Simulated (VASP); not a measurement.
A run of VASP 6.6.1:

File INCAR:

```
SYSTEM = CoO
PREC = Accurate
ENCUT = 520
EDIFF = 1E-7
ISMEAR = -1
SIGMA = 0.05
LREAL = .False.
LASPH = .True.
NELM = 150
ALGO = Normal
ISIF = 2
LWAVE = .False.
LCHARG = .False.
ISPIN = 2
MAGMOM = 2 0
LORBIT = 11
LMAXMIX = 4
GGA = PS
NBANDS = 18
```

Contents of KPOINTS:

```
regular mesh
0
Gamma
  11 11 11
  0 0 0
```

POSCAR

```
CoO
1.0
    1.5252806262      0.8806211801      2.4720348897
   -1.5252806262      0.8806211801      2.4720348897
    0.0000000000     -1.7612423603      2.4720348897
Co O
1 1
Direct
    0.0000000000      0.0000000000      0.0000000000
    0.5000000000      0.5000000000      0.5000000000
```

Potentials or basis: VASP PAW PBE potentials, release 64 (Co, O).

Command:

```sh
$ cat potpaw_PBE.64/Co/POTCAR potpaw_PBE.64/O/POTCAR > POTCAR
$ mpirun -np 1 vasp_std > vasp.out
```

Hardware: 1 thread of Intel(R) Xeon(R) 6975P-C (Granite Rapids), on a shared host.

Question: Estimate the wall time of this run.

Answer: Run time: 48 s on 1 thread of Intel(R) Xeon(R) 6975P-C (Granite Rapids), on a shared host, peak memory 0.21 GiB. Counts: scf iterations 17, k points 146.
